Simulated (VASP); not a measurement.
A run of VASP 6.6.1 is set up as follows.

File INCAR:

```
PREC = Accurate ; ENCUT = 600
EDIFF = 1E-6 ; ISMEAR = 0
SIGMA = 0.1 ; LREAL = F
LASPH = T ; NELM = 80
ALGO = Normal ; ISIF = 3
LWAVE = F ; LCHARG = F
GGA = PE ; IBRION = 2
NSW = 90 ; EDIFFG = -0.04
```

KPOINTS

```
Automatic mesh
0
Gamma
  6 6 4
```

The input POSCAR:

```
Si2C
1.0
    2.7522599400      0.0000000000      0.0000000000
   -1.3761299700      2.3835270300      0.0000000000
    0.0000000000      0.0000000000      5.3944294900
Si C
2 1
Direct
    0.0000000000      0.0000000000      0.7500000000
    0.0000000000      0.0000000000      0.2500000000
    0.3333333300      0.6666666700      0.0000000000
```

Potentials or basis: VASP PAW PBE potentials, release 64 (Si, C).

The run is started by

```bash
$ cat potpaw_PBE.64/Si/POTCAR potpaw_PBE.64/C/POTCAR > POTCAR
$ mpirun -np 1 vasp_std > vasp.out
```

Q: What does it give for the band gap on the k mesh?

A: Zero (bands 6 and 7 overlap by 5.71 eV).

Q: Predict the relaxed cell.

A: a = 2.867 Å, b = 2.867 Å, c = 4.878 Å, α = 90.00°, β = 90.00°, γ = 120.00°.

Q: Predict the space group after relaxing (to 0.1 Å).

A: P-6m2 (No. 187).

Final structure:
```cif
data_structure
_symmetry_space_group_name_H-M 'P 1'
_symmetry_Int_Tables_number 1
_cell_length_a 2.8671
_cell_length_b 2.8671
_cell_length_c 4.8783
_cell_angle_alpha 90.000
_cell_angle_beta 90.000
_cell_angle_gamma 120.000
_cell_volume 34.73
loop_
_atom_site_label
_atom_site_type_symbol
_atom_site_fract_x
_atom_site_fract_y
_atom_site_fract_z
_atom_site_occupancy
Si1 Si 0.00000 0.00000 0.75234 1
Si2 Si 0.00000 0.00000 0.24766 1
C1 C 0.33333 0.66667 0.00000 1
```

Caveat: the k points lie up to 0.42 Å⁻¹ apart in the final cell, too coarse for converged energies and pressures of a metal; the cell differs from its parent crystal (atoms taken out).
